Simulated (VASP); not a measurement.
Write the native input for VASP 6.6.1 that does the following.

* Task: single point
* Functional: PBE
* Potentials or basis: VASP PAW PBE potentials, release 64 (In_d)
* Cutoff: 520 eV
* k mesh: 8 × 8 × 8
* Occupations: gaussian, width 0.1 eV
* Spin: no spin polarisation
* Dipole correction: no
* Further INCAR settings: ALGO = Normal; EDIFF = 1e-07; NBANDS = 12

The structure of In lies in POSCAR:

```
In
1.0
    0.0000000000      2.3978231418      2.3978231418
    2.3978231418      0.0000000000      2.3978231418
    2.3978231418      2.3978231418      0.0000000000
In
1
Direct
    0.0000000000      0.0000000000      0.0000000000
```

One way to write it, as run:

INCAR

```
PREC = Accurate
ENCUT = 520
EDIFF = 1E-7
ISMEAR = 0
SIGMA = 0.1
LREAL = False
LASPH = True
NELM = 80
ALGO = Normal
ISIF = 2
LWAVE = False
LCHARG = True
GGA = PE
LELF = True
LVHAR = True
NBANDS = 12
```

KPOINTS

```
Automatic mesh
0
Gamma
  8 8 8
```

Potentials or basis: VASP PAW PBE potentials, release 64 (In_d).

Run with:

```console
$ cat potpaw_PBE.64/In_d/POTCAR > POTCAR
$ mpirun -np 1 vasp_std > vasp.out
```

It gave:

The pressure is -0.1 GPa.

Run time: 9.2 s on 1 thread of Intel Xeon 6975P-C, on a shared host, peak memory 0.15 GiB.
